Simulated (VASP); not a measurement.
# In (P6/mmm) in VASP: further runs, part 3 of 3

VASP 6.6.1.

### 4 Single point, PBEsol (volume scaled by 1.08)

Input file INCAR:

```
SYSTEM = In
PREC = Accurate
ENCUT = 520
EDIFF = 1E-7
ISMEAR = -1
SIGMA = 0.1
LREAL = .FALSE.
LASPH = .TRUE.
NELM = 80
ALGO = Normal
ISIF = 2
LWAVE = .FALSE.
LCHARG = .TRUE.
GGA = PS
LELF = .TRUE.
LVHAR = .TRUE.
NBANDS = 26
```

Input file KPOINTS:

```
Automatic mesh
0
G
  8 8 11
  0 0 0
```

Input file POSCAR:

```
In
1.0
    5.3972273419      0.0000000000      0.0000000000
   -2.6986136710      4.6741359881      0.0000000000
    0.0000000000      0.0000000000      3.3312758688
In
3
Direct
    0.0000000000      1.0000000000      0.0000000000
    0.3333333333      0.6666666667      0.5000000000
    0.6666666667      0.3333333333      0.5000000000
```

Potentials or basis: VASP PAW PBE potentials, release 64 (In_d).

Run with:

```sh
> cat potpaw_PBE.64/In_d/POTCAR > POTCAR
> mpirun -np 1 vasp_std > vasp.out
```

OUTCAR:

```text
SYSTEM = In
   PREC = Accurate
   ENCUT = 520
   EDIFF = 1E-7
   ISMEAR = -1
   LREAL = .FALSE.
   LASPH = .TRUE.
   NELM = 80
   ISIF = 2
   GGA = PS

 ion  position               nearest neighbor table
   1  0.000  0.000  0.000-   2 3.53   3 3.53   2 3.53   3 3.53   3 3.53   3 3.53   2 3.53   2 3.53
                             3 3.53   3 3.53   2 3.53   2 3.53
   2  0.333  0.667  0.500-   3 3.12   3 3.12   3 3.12   1 3.53   1 3.53   1 3.53   1 3.53   1 3.53
                             1 3.53
   3  0.667  0.333  0.500-   2 3.12   2 3.12   2 3.12   1 3.53   1 3.53   1 3.53   1 3.53   1 3.53
                             1 3.53

  LATTYP: Found a hexagonal cell.
 ALAT       =     5.3972273419
 C/A-ratio  =     0.6172198534

  Lattice vectors:

 A1 = (   5.3972273419,   0.0000000000,   0.0000000000)
 A2 = (  -2.6986136710,   4.6741359881,   0.0000000000)
 A3 = (   0.0000000000,   0.0000000000,   3.3312758688)

Analysis of symmetry for initial positions (statically):
=====================================================================
 Subroutine PRICEL returns:
 Original cell was already a primitive cell.

 Routine SETGRP: Setting up the symmetry group for a
 hexagonal supercell.

 Subroutine GETGRP returns: Found 24 space group operations
 (whereof 24 operations were pure point group operations)
 out of a pool of 24 trial point group operations.

The static configuration has the point symmetry D_6h.

Analysis of symmetry for dynamics (positions and initial velocities):
=====================================================================
 Subroutine PRICEL returns:
 Original cell was already a primitive cell.

 Routine SETGRP: Setting up the symmetry group for a
 hexagonal supercell.

 Subroutine GETGRP returns: Found 24 space group operations
 (whereof 24 operations were pure point group operations)
 out of a pool of 24 trial point group operations.

The dynamic configuration has the point symmetry D_6h.

 Subroutine INISYM returns: Found 24 space group operations
 (whereof 24 operations are pure point group operations),
 and found     1 'primitive' translations

----------------------------------------------------------------------------------------

                                     Primitive cell

  volume of cell :      84.0393

  direct lattice vectors                    reciprocal lattice vectors
     5.397227342  0.000000000  0.000000000     0.185280318  0.106971642  0.000000000
    -2.698613671  4.674135988  0.000000000     0.000000000  0.213943283  0.000000000
     0.000000000  0.000000000  3.331275869     0.000000000  0.000000000  0.300185286

  length of vectors
     5.397227342  5.397227342  3.331275869     0.213943283  0.213943283  0.300185286

  position of ions in fractional coordinates (direct lattice)
     0.000000000  0.000000000  0.000000000
     0.333333333  0.666666667  0.500000000
     0.666666667  0.333333333  0.500000000

  ion indices of the primitive-cell ions
   primitive index   ion index
                 1           1
                 2           2
                 3           3

----------------------------------------------------------------------------------------

 KPOINTS: Automatic mesh

Automatic generation of k-mesh.
 Grid dimensions read from file:
 generate k-points for:    8    8   11

 Generating k-lattice:

  Cartesian coordinates                     Fractional coordinates (reciprocal lattice)
     0.023160040  0.013371455  0.000000000     0.125000000 -0.000000000  0.000000000
     0.000000000  0.026742910  0.000000000     0.000000000  0.125000000  0.000000000
     0.000000000  0.000000000  0.027289571     0.000000000  0.000000000  0.090909091

  Length of vectors
     0.026742910  0.026742910  0.027289571

  Shift w.r.t. Gamma in fractional coordinates (k-lattice)
     0.000000000  0.000000000  0.000000000

 Subroutine IBZKPT returns following result:
 ===========================================

 Found     60 irreducible k-points:

 Following reciprocal coordinates:
            Coordinates               Weight
  0.000000  0.000000  0.000000      1.000000
  0.125000  0.000000  0.000000      6.000000
  0.250000  0.000000  0.000000      6.000000
  0.375000  0.000000  0.000000      6.000000
  0.500000  0.000000  0.000000      3.000000
  0.125000  0.125000  0.000000      6.000000
[... 16 lines left out ...]
  0.250000  0.000000  0.181818     12.000000
  0.375000  0.000000  0.181818     12.000000
 [... further k-points ...]
   k-points           NKPTS =     60   k-points in BZ     NKDIM =     60   number of bands    NBANDS=     26
   number of dos      NEDOS =    301   number of ions     NIONS =      3
   total plane-waves  NPLWV =  44800
   dimension x,y,z NGX =    40 NGY =   40 NGZ =   28
   dimension x,y,z NGXF=    80 NGYF=   80 NGZF=   56
   ions per type =               3
   NGX,Y,Z   is equivalent  to a cutoff of  12.32, 12.32, 13.97 a.u.
   NGXF,Y,Z  is equivalent  to a cutoff of  24.64, 24.64, 27.95 a.u.
 SYSTEM =  In
   PREC   = accura    normal or accurate (medium, high low for compatibility)
   ISTART =      0    job   : 0-new  1-cont  2-samecut
   ICHARG =      2    charge: 1-file 2-atom 10-const
   ISPIN  =      1    spin polarized calculation?
   LNONCOLLINEAR =      F non collinear calculations
   LSORBIT =      F    spin-orbit coupling
   LASPH  =      T    aspherical Exc in radial PAW
   ENCUT  =  520.0 eV  38.22 Ry    6.18 a.u.  10.04 10.04  6.19*2*pi/ulx,y,z
   NELM   =     80;   NELMIN=  2; NELMDL= -5     # of ELM steps
   EDIFF  = 0.1E-06   stopping-criterion for ELM
   LREAL  =      F    real-space projection
   EDIFFG = 0.1E-05   stopping-criterion for IOM
   NSW    =      0    number of steps for IOM
   IBRION =     -1    ionic relax: 0-MD 1-quasi-New 2-CG
   NFREE  =      0    steps in history (QN), initial steepest desc. (CG)
   ISIF   =      2    stress and relaxation
   ISYM   =      2    0-nonsym 1-usesym 2-fastsym
   POTIM  = 0.5000    time-step for ionic-motion
   TEBEG  =    0.0;   TEEND  =   0.0 temperature during run
   PSTRESS=    0.0 pullay stress
   NELECT =      39.0000    total number of electrons
   NUPDOWN=      -1.0000    fix difference up-down
   EMIN   =  10.00;   EMAX   =-10.00  energy-range for DOS
   EFERMI =   0.00;   METHOD = LEGACY
   ISMEAR =    -1;   SIGMA  =   0.10  broadening in eV -4-tet -1-fermi 0-gaus
   EFERMI_NEDOS =   21; number of points for ismear=-14 and -15
   IALGO  =     38    algorithm
   IMIX   =      4    mixing-type and parameters
     AMIX     =   0.40;   BMIX     =  1.00
     AMIX_MAG =   1.60;   BMIX_MAG =  1.00
  volume/ion in A,a.u.               =      28.01       189.04
  Fermi-wavevector in a.u.,A,eV,Ry     =   1.267464  2.395159 21.857268  1.606464
  Thomas-Fermi vector in A             =   2.400610
   LORBIT       =      0    0 simple, 1 ext, 2 COOP (PROOUT), +10 PAW based schemes
   GGA     = PS    functional components
   LHFCALC =     F    Hartree Fock is set to
   AEXX    =    0.0000 exact exchange contribution
   IVDW    =     0    specifies the selected vdW correction
   LEPSILON=     F    determine dielectric tensor
   LRPA    =     F    only Hartree local field effects (RPA)
 non-spin polarized calculation
  energy-cutoff  :      520.00
  volume of cell :       84.04
 maximum number of plane-waves:      2300
   NGX = 21   NGY = 21   NGZ = 13

 number of electron      39.0000006 magnetization

 Free energy of the ion-electron system (eV)
  ---------------------------------------------------
  ext. energy  EPLUGINS =         0.00000000
  ---------------------------------------------------
  free energy    TOTEN  =        -8.82641144 eV

  energy without entropy =       -8.76194700  energy(sigma->0) =       -8.79417922

 E-fermi :   6.6474     XC(G=0): -10.0785

 val. band max:        6.6452260641   @ k =   0.3750   0.0000   0.2727
 cond. band min:       6.6633118375   @ k =   0.1250   0.1250   0.2727
 fundamental gap:      0.0180857733
 Fermi energy:         6.6474112474

 k-point     1 :       0.0000    0.0000    0.0000
  band No.  band energies     occupation
      1      -8.0943      2.00000
      2      -7.8932      2.00000
      3      -7.8921      2.00000
      4      -7.8921      2.00000
      5      -7.8707      2.00000
      6      -7.7875      2.00000
[... 18 lines left out ...]
     25      16.8883      0.00000
     26      16.9138      0.00000
[... 644 lines left out ...]
      4      -7.8761      2.00000
      5      -7.8634      2.00000
      6      -7.8081      2.00000
[... 18 lines left out ...]
     25      12.5345      0.00000
     26      12.6528      0.00000

 [... further k-points ...]
[... 5 lines left out ...]
  --------------------------------------------------------------------------------------
  -------------------------------------------------------------------------------------
  Total       -1.3690279     -1.3690279     -1.4580965      0.0000000      0.0000000      0.0000000
  in kB      -26.0999826    -26.0999826    -27.7980415      0.0000000      0.0000000      0.0000000
  external PRESSURE =     -26.6660022 kB  Pullay stress =       0.0000000 kB

 VOLUME and BASIS-vectors are now :
 -----------------------------------------------------------------------------
  energy-cutoff  :      520.00
  volume of cell :       84.04
      direct lattice vectors                 reciprocal lattice vectors
     5.397227342  0.000000000  0.000000000     0.185280318  0.106971642  0.000000000
    -2.698613671  4.674135988  0.000000000     0.000000000  0.213943283  0.000000000
     0.000000000  0.000000000  3.331275869     0.000000000  0.000000000  0.300185286

 POSITION                                       TOTAL-FORCE (eV/Angst)
 -----------------------------------------------------------------------------------
      0.00000      0.00000      0.00000        -0.000000      0.000000      0.000000
     -0.00000      3.11609      1.66564        -0.000000      0.000000      0.000000
      2.69861      1.55805      1.66564         0.000000     -0.000000      0.000000
 -----------------------------------------------------------------------------------
    total drift:                               -0.000000      0.000000      0.000000

  FREE ENERGIE OF THE ION-ELECTRON SYSTEM (eV)
  ---------------------------------------------------
  free  energy   TOTEN  =        -8.8264114450 eV

  energy  without entropy=       -8.7619470044  energy(sigma->0) =       -8.79417922
```

OSZICAR:

```text
N       E                     dE             d eps       ncg     rms          rms(c)
DAV:   1     0.347497086166E+03    0.34750E+03   -0.18776E+04  3120   0.199E+03
DAV:   2     0.215932898928E+02   -0.32590E+03   -0.32160E+03  3120   0.442E+02
DAV:   3    -0.787806095618E+01   -0.29471E+02   -0.29233E+02  3720   0.160E+02
DAV:   4    -0.888488282745E+01   -0.10068E+01   -0.10054E+01  3790   0.329E+01
DAV:   5    -0.894038277117E+01   -0.55500E-01   -0.55497E-01  5008   0.584E+00    0.352E+00
DAV:   6    -0.884532051942E+01    0.95062E-01   -0.19707E-01  4066   0.640E+00    0.163E+00
DAV:   7    -0.882789819644E+01    0.17422E-01   -0.53466E-02  4194   0.296E+00    0.422E-01
DAV:   8    -0.882639235870E+01    0.15058E-02   -0.33073E-03  3524   0.759E-01    0.433E-02
DAV:   9    -0.882640861271E+01   -0.16254E-04   -0.23083E-04  4582   0.182E-01    0.305E-02
DAV:  10    -0.882641113742E+01   -0.25247E-05   -0.17040E-05  4412   0.582E-02    0.944E-03
DAV:  11    -0.882641148059E+01   -0.34317E-06   -0.15737E-06  4074   0.166E-02    0.354E-03
DAV:  12    -0.882641144496E+01    0.35626E-07   -0.58376E-08  1904   0.320E-03
   1 F= -.88264114E+01 E0= -.87941792E+01  d E =-.644644E-01
```

stdout:

```text
POSCAR found type information on POSCAR In
 POSCAR found :  1 types and       3 ions
 scaLAPACK will be used
 -----------------------------------------------------------------------------
|                                                                             |
|                                                                             |
|     You enforced a specific xc type in the INCAR file but a different       |
|     I HOPE YOU KNOW WHAT YOU ARE DOING!                                     |
|                                                                             |
 -----------------------------------------------------------------------------

 LDA part: xc-table for (Slater+PW92), standard interpolation
 POSCAR, INCAR and KPOINTS ok, starting setup
 FFT: planning ... GRIDC
 FFT: planning ... GRID_SOFT
 FFT: planning ... GRID
 WAVECAR not read
 entering main loop
```

Run time: 60 s. Hardware: 1 thread of AMD EPYC 9R45 (Zen 5), shared host; peak memory 0.22 GiB.

What came out:

| Quantity | Value |
| --- | --- |
| Free energy | -8.8264 eV |
| Pressure | -2.7 GPa |

Caveat: the PAW data sets were made with another functional, which shifts forces and pressure a little; spin-orbit coupling is left out, which moves the levels of the heavy elements.

### 5 Single point, PBEsol (volume scaled by 1.12)

Input file INCAR:

```
PREC = Accurate
ENCUT = 520
EDIFF = 1E-6
ISMEAR = -1
SIGMA = 0.1
LREAL = F
LASPH = T
NELM = 80
ALGO = Normal
ISIF = 2
LWAVE = F
LCHARG = F
GGA = PS
NBANDS = 26
```

Input file KPOINTS:

```
Automatic mesh
0
Gamma
  8 8 11
```

Input file POSCAR:

```
In
1.0
    5.4630536750      0.0000000000      0.0000000000
   -2.7315268375      4.7311432648      0.0000000000
    0.0000000000      0.0000000000      3.3719051885
In
3
Direct
    0.0000000000      1.0000000000      0.0000000000
    0.3333333333      0.6666666667      0.5000000000
    0.6666666667      0.3333333333      0.5000000000
```

Run with:

```sh
> cat potpaw_PBE.64/In_d/POTCAR > POTCAR
> mpirun -np 1 vasp_std > vasp.out
```

Run time: 58 s. Hardware: 1 thread of AMD EPYC 9R45 (Zen 5), shared host; peak memory 0.23 GiB.

It converged, with:

```yaml
Free_energy: -8.7670 eV
Pressure: -3.6 GPa
```

Stress tensor (GPa, compression positive):
```
-3.53  0.00  0.00
 0.00 -3.53  0.00
 0.00  0.00 -3.69
```

Levels at points of the mesh, in eV from the Fermi level:
| k point | band 16 | band 17 | band 18 | band 19 | band 20 | band 21 | band 22 | band 23 |
| --- | --- | --- | --- | --- | --- | --- | --- | --- |
| (0.00, 0.00, 0.00) | -8.93 | -2.93 | -2.70 | -0.88 | -0.88 | -0.75 | -0.75 | 4.37 |
| (0.50, 0.00, 0.00) | -7.14 | -7.10 | -3.93 | -2.84 | 3.18 | 3.31 | 4.47 | 4.63 |

Caveat: the PAW data sets were made with another functional, which shifts forces and pressure a little; spin-orbit coupling is left out, which moves the levels of the heavy elements.

### 6 Summary

| cell | gap on the mesh (eV) | pressure (GPa) |
| --- | --- | --- |
| a = 5.261, b = 5.261, c = 3.247 Å, angles 90.0, 90.0, 120.0°, 3 atoms | none | 0.0 |
| a = 5.330, b = 5.330, c = 3.290 Å, angles 90.0, 90.0, 120.0°, 3 atoms | none | -1.5 |
| a = 5.397, b = 5.397, c = 3.331 Å, angles 90.0, 90.0, 120.0°, 3 atoms | none | -2.7 |
| a = 5.463, b = 5.463, c = 3.372 Å, angles 90.0, 90.0, 120.0°, 3 atoms | none | -3.6 |

Alike in all rows: task single point; level PBEsol; potentials or basis VASP PAW PBE potentials, release 64 (In_d); no spin polarisation; k mesh 8 × 8 × 11; cutoff (eV) 520; smearing fermi-dirac 0.1 eV.

Caveats: the PAW data sets were made with another functional, which shifts forces and pressure a little; spin-orbit coupling is left out, which moves the levels of the heavy elements.

Total energies depend on the potentials used, so only differences within one code and one set of settings carry meaning.
